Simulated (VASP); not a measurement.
Wanted: the native input for a VASP 6.6.1 run.

| Item | Value |
| --- | --- |
| Task | single point |
| Functional | PBE |
| Potentials or basis | VASP PAW PBE potentials, release 64 (Ti_sv, N, O) |
| Cutoff | 520 eV |
| k mesh | 3 × 2 × 1 |
| Occupations | gaussian, width 0.1 eV |
| Spin | no spin polarisation |
| Dipole correction | no |
| Further INCAR settings | LREAL = Auto; ALGO = Normal; EDIFF = 1e-07; NBANDS = 130 |

The structure of Ti18NO lies in POSCAR:

```
Ti18NO
1.0
    5.9000000000      0.0000000000      0.0000000000
    4.4250000000      7.6643250000      0.0000000000
    0.0000000000      0.0000000000     16.6846000000
Ti N O
18 1 1
Direct
    0.0000000000      0.0000000000      0.0599355000
    0.5000000000      0.0000000000      0.0599355000
    0.0000000000      0.3333333000      0.0599355000
    0.5000000000      0.3333333000      0.0599355000
    0.0000000000      0.6666667000      0.0599355000
    0.5000000000      0.6666667000      0.0599355000
   -0.1767063646      0.2218543762      0.1873277055
    0.3280718605      0.2210155647      0.1937214503
   -0.1591938807      0.5528407739      0.1913811076
    0.3352527998      0.5589267343      0.1907922189
   -0.1625639520      0.8859750851      0.1892066758
    0.3407699308      0.8907419494      0.1903756060
    0.0204036049     -0.0025024464      0.3262677376
    0.5232267649      0.0033316988      0.3305178776
   -0.0251917900      0.3338599259      0.3339946355
    0.4724778850      0.3464238408      0.3304583978
   -0.0005578558      0.6650661956      0.3247848528
    0.4949164323      0.6768187892      0.3254487906
    0.8188841067      0.2201965953      0.3948488278
    0.6859799565      0.1209501417      0.4011424958
```

These files were run (other wordings do the same):

INCAR

```
PREC     = Accurate       # precision mode
ENCUT    = 520            # plane-wave cutoff, eV
EDIFF    = 1E-7           # SCF threshold, eV
ISMEAR   = 0              # smearing method
SIGMA    = 0.1            # smearing width, eV
LREAL    = Auto         
LASPH    = True           # aspherical terms in the spheres
NELM     = 100            # most SCF steps
ALGO     = Normal         # electronic algorithm
ISIF     = 2              # what is computed and relaxed
LWAVE    = False          # write WAVECAR
LCHARG   = True           # write CHGCAR
GGA      = PE             # functional
LELF     = True           # ELF
LVHAR    = True         
NBANDS   = 130            # bands
```

KPOINTS

```
regular mesh
0
Gamma
  3 2 1
```

Potentials or basis: VASP PAW PBE potentials, release 64 (Ti_sv, N, O).

Launch:

```console
$ cat potpaw_PBE.64/Ti_sv/POTCAR potpaw_PBE.64/N/POTCAR potpaw_PBE.64/O/POTCAR > POTCAR
$ mpirun -np 1 vasp_std > vasp.out
```

Results of the run:

```json
{
 "Largest force": "0.277 eV/Å",
 "Band gap on the k mesh": "zero (an odd number of electrons rules out a gap without spin polarisation)"
}
```

Caveat: the k points lie up to 0.41 Å⁻¹ apart, too coarse for converged energies and pressures of a metal; an odd number of electrons without spin polarisation forces a metal; a magnetic or distorted state may lie lower.

Run time: 67 min on 1 thread of AMD EPYC 7571, on a shared host, peak memory 0.93 GiB.
